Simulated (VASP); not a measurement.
## CdGe3: relaxation of cell and atoms with PBE

CdGe3:

```xyz
4
Lattice="-2.0538 2.0538 4.5878 2.0538 -2.0538 4.5878 2.0538 2.0538 -4.5878" Properties=species:S:1:pos:R:3 pbc="T T T"
Cd    0.0000    0.0000    0.0000
Ge    0.0000    0.0000    4.5878
Ge    2.0538    0.0000    2.2939
Ge    0.0000    2.0538    2.2939
```

| Item | Value |
| --- | --- |
| Program | VASP 6.6.1 |
| Task | relaxation of cell and atoms |
| Functional | PBE |
| Potentials or basis | VASP PAW PBE potentials, release 64 (Cd, Ge_d) |
| Cutoff | 600 eV |
| k mesh | 6 × 6 × 6 |
| Occupations | gaussian, width 0.1 eV |
| Spin | no spin polarisation |
| Dipole correction | no |
| Further INCAR settings | ALGO = Normal; EDIFF = 1e-06; IBRION = 2; EDIFFG = -0.04; NSW = 90; ISIF = 3 |

* Relaxed volume: 20.71 Å³/atom
* Relaxed cell: a = 5.432 Å, b = 5.432 Å, c = 5.432 Å, α = 133.51°, β = 133.51°, γ = 67.85°
* Space group after relaxing (to 0.1 Å): I4/mmm (No. 139)
* Energy gained by relaxing: 24.7 meV/atom
* Ionic steps: 7
* Pressure after relaxing: -0.3 GPa
* Band gap on the k mesh: zero (bands 27 and 28 overlap by 3.78 eV)

Step by step:
```tsv
step	energy change (eV)	largest force (eV/Å)	pressure (GPa)	volume (Å³)
1	0.0000	0.0000	4.49	77.41
2	-0.0790	0.0000	-0.85	83.64
3	-0.0800	0.0000	-0.34	82.93
4	-0.0914	0.0000	-0.31	82.91
5	-0.0983	0.0000	-0.28	82.86
6	-0.0987	0.0000	-0.28	82.85
7	-0.0987	0.0000	-0.26	82.84
```

Final structure:
```
Cd Ge
1.0
    -2.14360    2.14360    4.50700
     2.14360   -2.14360    4.50700
     2.14360    2.14360   -4.50700
Cd Ge
1 3
Cartesian
  0.0000 0.0000 0.0000
  0.0000 0.0000 4.5070
  2.1436 0.0000 2.2535
  0.0000 2.1436 2.2535
```

Levels at points of the mesh, in eV from the Fermi level:
```tsv
k point	band 25	band 26	band 27	band 28	band 29	band 30
(0.00, 0.00, 0.00)	-1.49	-1.49	-0.71	-0.71	0.02	0.83
(0.50, 0.00, 0.00)	-0.88	-0.66	-0.66	-0.23	1.66	2.60
(0.50, 0.50, 0.00)	-4.29	-4.28	-0.29	0.52	0.92	1.13
(0.50, 0.50, 0.50)	-3.18	-2.06	2.36	2.57	2.57	2.65
```

It took 5.7 min on 1 thread of Intel(R) Xeon(R) 6975P-C (Granite Rapids) (shared host), peak memory 0.36 GiB.
